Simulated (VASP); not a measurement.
# W (Im-3m) in VASP: single point with PBEsol

Aim: the single point of W with PBEsol.

Program: VASP 6.6.1. These are calculated values, not measurements. Logs are shortened: lines on timing, memory, paths and dates and some standing lists are left out, and cuts for length are marked.

## (1) The cell of the first run

It takes space group Im-3m (No. 229, cubic). Conventional cell: a = 3.153 Å, b = 3.153 Å, c = 3.153 Å, α = 90.00°, β = 90.00°, γ = 90.00°. W (site symmetry m-3m) has 14 W at 2.73 to 3.15 Å within 3.6 Å.

## (2) Single point, PBEsol

The input, INCAR:

```
SYSTEM = W
PREC = Accurate
ENCUT = 520
EDIFF = 1E-6
ISMEAR = 0
SIGMA = 0.05
LREAL = .False.
LASPH = .True.
NELM = 80
ALGO = Normal
ISIF = 2
LWAVE = .False.
LCHARG = .False.
GGA = PS
NBANDS = 13
```

The input, KPOINTS:

```
Automatic mesh
0
Gamma
  16 16 16
  0 0 0
```

The input, POSCAR:

```
W
1.0
   -1.5765225432      1.5765225432      1.5765225432
    1.5765225432     -1.5765225432      1.5765225432
    1.5765225432      1.5765225432     -1.5765225432
W
1
Direct
    0.0000000000      0.0000000000      0.0000000000
```

Potentials or basis: VASP PAW PBE potentials, release 64 (W_sv).

Command:

```sh
$ cat potpaw_PBE.64/W_sv/POTCAR > POTCAR
$ mpirun -np 1 vasp_std > vasp.out
```

OUTCAR:

```text
SYSTEM = W
   PREC = Accurate
   ENCUT = 520
   EDIFF = 1E-6
   ISMEAR = 0
   LREAL = .False.
   LASPH = .True.
   NELM = 80
   ISIF = 2
   GGA = PS

 ion  position               nearest neighbor table
   1  0.000  0.000  0.000-

  LATTYP: Found a body centered cubic cell.
 ALAT       =     3.1530450864

  Lattice vectors:

 A1 = (  -1.5765225432,   1.5765225432,   1.5765225432)
 A2 = (   1.5765225432,  -1.5765225432,   1.5765225432)
 A3 = (   1.5765225432,   1.5765225432,  -1.5765225432)

Analysis of symmetry for initial positions (statically):
=====================================================================
 Subroutine PRICEL returns:
 Original cell was already a primitive cell.

 Routine SETGRP: Setting up the symmetry group for a
 body centered cubic supercell.

 Subroutine GETGRP returns: Found 48 space group operations
[... 9 lines left out ...]

 Routine SETGRP: Setting up the symmetry group for a
 body centered cubic supercell.

 Subroutine GETGRP returns: Found 48 space group operations
[... 11 lines left out ...]
                                     Primitive cell

  volume of cell :      15.6733

  direct lattice vectors                    reciprocal lattice vectors
    -1.576522543  1.576522543  1.576522543     0.000000000  0.317153727  0.317153727
     1.576522543 -1.576522543  1.576522543     0.317153727  0.000000000  0.317153727
     1.576522543  1.576522543 -1.576522543     0.317153727  0.317153727  0.000000000

  length of vectors
     2.730617144  2.730617144  2.730617144     0.448523102  0.448523102  0.448523102

  position of ions in fractional coordinates (direct lattice)
     0.000000000  0.000000000  0.000000000

  ion indices of the primitive-cell ions
   primitive index   ion index
                 1           1

----------------------------------------------------------------------------------------

 KPOINTS: Automatic mesh

Automatic generation of k-mesh.
 Grid dimensions read from file:
 generate k-points for:   16   16   16

 Generating k-lattice:

  Cartesian coordinates                     Fractional coordinates (reciprocal lattice)
     0.000000000  0.019822108  0.019822108     0.062500000  0.000000000  0.000000000
     0.019822108  0.000000000  0.019822108     0.000000000  0.062500000  0.000000000
     0.019822108  0.019822108  0.000000000     0.000000000  0.000000000  0.062500000

  Length of vectors
     0.028032694  0.028032694  0.028032694

  Shift w.r.t. Gamma in fractional coordinates (k-lattice)
     0.000000000  0.000000000  0.000000000

 Subroutine IBZKPT returns following result:
 ===========================================

 Found    145 irreducible k-points:

 Following reciprocal coordinates:
            Coordinates               Weight
  0.000000  0.000000  0.000000      1.000000
  0.062500  0.000000  0.000000     12.000000
  0.125000  0.000000  0.000000     12.000000
  0.187500  0.000000  0.000000     12.000000
  0.250000  0.000000  0.000000     12.000000
  0.312500  0.000000  0.000000     12.000000
[... 16 lines left out ...]
  0.187500  0.187500  0.000000     24.000000
  0.250000  0.187500 -0.000000     48.000000
 [... further k-points ...]
   k-points           NKPTS =    145   k-points in BZ     NKDIM =    145   number of bands    NBANDS=     13
   number of dos      NEDOS =    301   number of ions     NIONS =      1
   total plane-waves  NPLWV =   8000
   dimension x,y,z NGX =    20 NGY =   20 NGZ =   20
   dimension x,y,z NGXF=    40 NGYF=   40 NGZF=   40
   ions per type =               1
   NGX,Y,Z   is equivalent  to a cutoff of  12.18, 12.18, 12.18 a.u.
   NGXF,Y,Z  is equivalent  to a cutoff of  24.35, 24.35, 24.35 a.u.
 SYSTEM =  W
   PREC   = accura    normal or accurate (medium, high low for compatibility)
   ISTART =      0    job   : 0-new  1-cont  2-samecut
   ICHARG =      2    charge: 1-file 2-atom 10-const
   ISPIN  =      1    spin polarized calculation?
   LNONCOLLINEAR =      F non collinear calculations
   LSORBIT =      F    spin-orbit coupling
   LASPH  =      T    aspherical Exc in radial PAW
   ENCUT  =  520.0 eV  38.22 Ry    6.18 a.u.   5.08  5.08  5.08*2*pi/ulx,y,z
   NELM   =     80;   NELMIN=  2; NELMDL= -5     # of ELM steps
   EDIFF  = 0.1E-05   stopping-criterion for ELM
   LREAL  =      F    real-space projection
[... 7 lines left out ...]
   TEBEG  =    0.0;   TEEND  =   0.0 temperature during run
   PSTRESS=    0.0 pullay stress
   NELECT =      14.0000    total number of electrons
   NUPDOWN=      -1.0000    fix difference up-down
   EMIN   =  10.00;   EMAX   =-10.00  energy-range for DOS
   EFERMI =   0.00;   METHOD = LEGACY
   ISMEAR =     0;   SIGMA  =   0.05  broadening in eV -4-tet -1-fermi 0-gaus
   EFERMI_NEDOS =   21; number of points for ismear=-14 and -15
   IALGO  =     38    algorithm
   IMIX   =      4    mixing-type and parameters
     AMIX     =   0.40;   BMIX     =  1.00
     AMIX_MAG =   1.60;   BMIX_MAG =  1.00
  volume/ion in A,a.u.               =      15.67       105.77
  Fermi-wavevector in a.u.,A,eV,Ry     =   1.576633  2.979405 33.820984  2.485772
  Thomas-Fermi vector in A             =   2.677437
   LORBIT       =      0    0 simple, 1 ext, 2 COOP (PROOUT), +10 PAW based schemes
   GGA     = PS    functional components
   LHFCALC =     F    Hartree Fock is set to
   AEXX    =    0.0000 exact exchange contribution
   IVDW    =     0    specifies the selected vdW correction
   LEPSILON=     F    determine dielectric tensor
   LRPA    =     F    only Hartree local field effects (RPA)
 non-spin polarized calculation
 Gauss-broadening in eV      SIGMA  =   0.05
  energy-cutoff  :      520.00
  volume of cell :       15.67
 maximum number of plane-waves:       434
   NGX = 11   NGY = 11   NGZ = 11

 number of electron      14.0000005 magnetization

 Free energy of the ion-electron system (eV)
  ---------------------------------------------------
  ext. energy  EPLUGINS =         0.00000000
  ---------------------------------------------------
  free energy    TOTEN  =       -13.80832636 eV

  energy without entropy =      -13.80742663  energy(sigma->0) =      -13.80787649

 E-fermi :  11.4789     XC(G=0): -13.8246

 val. band max:       11.4750099109   @ k =  -0.3125   0.3125   0.1875
 cond. band min:      11.4893508131   @ k =  -0.2500   0.2500   0.1250
 fundamental gap:      0.0143409022
 Fermi energy:        11.4788968466

 k-point     1 :       0.0000    0.0000    0.0000
  band No.  band energies     occupation
      1     -62.6879      2.00000
      2     -26.2289      2.00000
      3     -26.2289      2.00000
      4     -26.2289      2.00000
      5       1.7227      2.00000
      6      10.1868      2.00000
      7      10.1868      2.00000
      8      10.1868      2.00000
      9      13.7037      0.00000
     10      13.7037      0.00000
     11      26.0056      0.00000
     12      26.0056      0.00000
     13      26.0056      0.00000

 k-point     2 :       0.0625    0.0000    0.0000
  band No.  band energies     occupation
      1     -62.6825      2.00000
      2     -26.2844      2.00000
      3     -26.2461      2.00000
      4     -26.2292      2.00000
      5       1.9151      2.00000
      6      10.0693      2.00000
      7      10.1599      2.00000
      8      10.3727      2.00000
      9      13.5159      0.00000
     10      13.7048      0.00000
     11      26.1709      0.00000
     12      26.3322      0.00000
     13      26.4826      0.00000

 k-point     3 :       0.1250    0.0000    0.0000
  band No.  band energies     occupation
      1     -62.6672      2.00000
      2     -26.4403      2.00000
      3     -26.2949      2.00000
      4     -26.2300      2.00000
      5       2.4642      2.00000
      6       9.7515      2.00000
      7      10.0366      2.00000
      8      10.9226      2.00000
      9      13.1528      0.00000
     10      13.7198      0.00000
     11      26.5628      0.00000
     12      27.2745      0.00000
     13      27.6469      0.00000

 k-point     4 :       0.1875    0.0000    0.0000
  band No.  band energies     occupation
      1     -62.6443      2.00000
      2     -26.6680      2.00000
      3     -26.3671      2.00000
      4     -26.2313      2.00000
      5       3.2772      2.00000
      6       9.3154      2.00000
      7       9.7760      2.00000
      8      11.8127      0.00000
      9      12.9672      0.00000
     10      13.7760      0.00000
     11      26.7885      0.00000
     12      28.6486      0.00000
     13      28.7421      0.00000

 k-point     5 :       0.2500    0.0000    0.0000
  band No.  band energies     occupation
      1     -62.6173      2.00000
      2     -26.9284      2.00000
      3     -26.4512      2.00000
      4     -26.2329      2.00000
      5       4.1654      2.00000
      6       8.8498      2.00000
      7       9.5559      2.00000
      8      12.9994      0.00000
      9      13.0773      0.00000
     10      13.8978      0.00000
     11      26.2819      0.00000
     12      28.1450      0.00000
     13      30.6283      0.00000
[... 257 lines left out ...]
 k-point    22 :       0.4375    0.1250    0.0000
  band No.  band energies     occupation
      1     -62.5410      2.00000
      2     -27.5078      2.00000
      3     -26.7326      2.00000
      4     -26.3093      2.00000
      5       5.6107      2.00000
      6       7.9444      2.00000
      7      11.0343      2.00000
      8      13.4229      0.00000
      9      15.0195      0.00000
     10      18.6135      0.00000
     11      21.8823      0.00000
     12      24.0069      0.00000
     13      27.9401      0.00000

 k-point    23 :       0.1875    0.1875    0.0000
  band No.  band energies     occupation
      1     -62.5838      2.00000
      2     -27.1529      2.00000
      3     -26.5559      2.00000
      4     -26.3275      2.00000
      5       5.4641      2.00000
      6       8.5245      2.00000
      7       8.9053      2.00000
      8      12.7439      0.00000
      9      14.4853      0.00000
     10      15.2333      0.00000
     11      25.4825      0.00000
     12      27.8433      0.00000
     13      30.1490      0.00000

 k-point    24 :       0.2500    0.1875   -0.0000
  band No.  band energies     occupation
      1     -62.5624      2.00000
      2     -27.2864      2.00000
      3     -26.6688      2.00000
      4     -26.3454      2.00000
      5       6.0380      2.00000
      6       8.2565      2.00000
      7       9.0990      2.00000
      8      13.0158      0.00000
      9      14.5819      0.00000
     10      16.8432      0.00000
     11      24.0364      0.00000
     12      26.8384      0.00000
     13      28.7508      0.00000

 [... further k-points ...]

------------------------ aborting loop because EDIFF is reached ----------------------------------------

  FORCE on cell =-STRESS in cart. coord.  units (eV):
  Direction    XX          YY          ZZ          XY          YZ          ZX
  --------------------------------------------------------------------------------------
  -------------------------------------------------------------------------------------
  Total        0.0618402      0.0618402      0.0618402     -0.0000000     -0.0000000      0.0000000
  in kB        6.3215067      6.3215067      6.3215067     -0.0000000     -0.0000000      0.0000000
  external PRESSURE =       6.3215067 kB  Pullay stress =       0.0000000 kB

 VOLUME and BASIS-vectors are now :
 -----------------------------------------------------------------------------
  energy-cutoff  :      520.00
  volume of cell :       15.67
      direct lattice vectors                 reciprocal lattice vectors
    -1.576522543  1.576522543  1.576522543     0.000000000  0.317153727  0.317153727
     1.576522543 -1.576522543  1.576522543     0.317153727  0.000000000  0.317153727
     1.576522543  1.576522543 -1.576522543     0.317153727  0.317153727  0.000000000

 POSITION                                       TOTAL-FORCE (eV/Angst)
 -----------------------------------------------------------------------------------
      0.00000      0.00000      0.00000         0.000000      0.000000      0.000000
 -----------------------------------------------------------------------------------
    total drift:                                0.000000      0.000000      0.000000

  FREE ENERGIE OF THE ION-ELECTRON SYSTEM (eV)
  ---------------------------------------------------
  free  energy   TOTEN  =       -13.8083263580 eV

  energy  without entropy=      -13.8074266286  energy(sigma->0) =      -13.80787649
```

Run time: 21 s. Hardware: 1 thread of Intel Xeon 8259CL, shared host; peak memory 0.15 GiB.

What came out:

```yaml
Free_energy: -13.8083 eV
Pressure: 0.6 GPa
Band_gap_on_the_k_mesh: zero (band 7 reaches 16.70 eV, above the bottom of band 8 at 10.19 eV)
```

Levels at points of the mesh, in eV from the Fermi level:
| k point | band 4 | band 5 | band 6 | band 7 | band 8 | band 9 | band 10 | band 11 |
| --- | --- | --- | --- | --- | --- | --- | --- | --- |
| (0.00, 0.00, 0.00) | -37.71 | -9.76 | -1.29 | -1.29 | -1.29 | 2.22 | 2.22 | 14.53 |
| (0.50, 0.00, 0.00) | -37.72 | -6.40 | -3.67 | 0.70 | 2.13 | 3.12 | 6.23 | 11.22 |
| (0.50, 0.50, 0.50) | -38.65 | -5.98 | -5.98 | 5.22 | 5.22 | 5.22 | 8.31 | 8.31 |

Caveat: the PAW data sets were made with another functional, which shifts forces and pressure a little; spin-orbit coupling is left out, which moves the levels of the heavy elements.
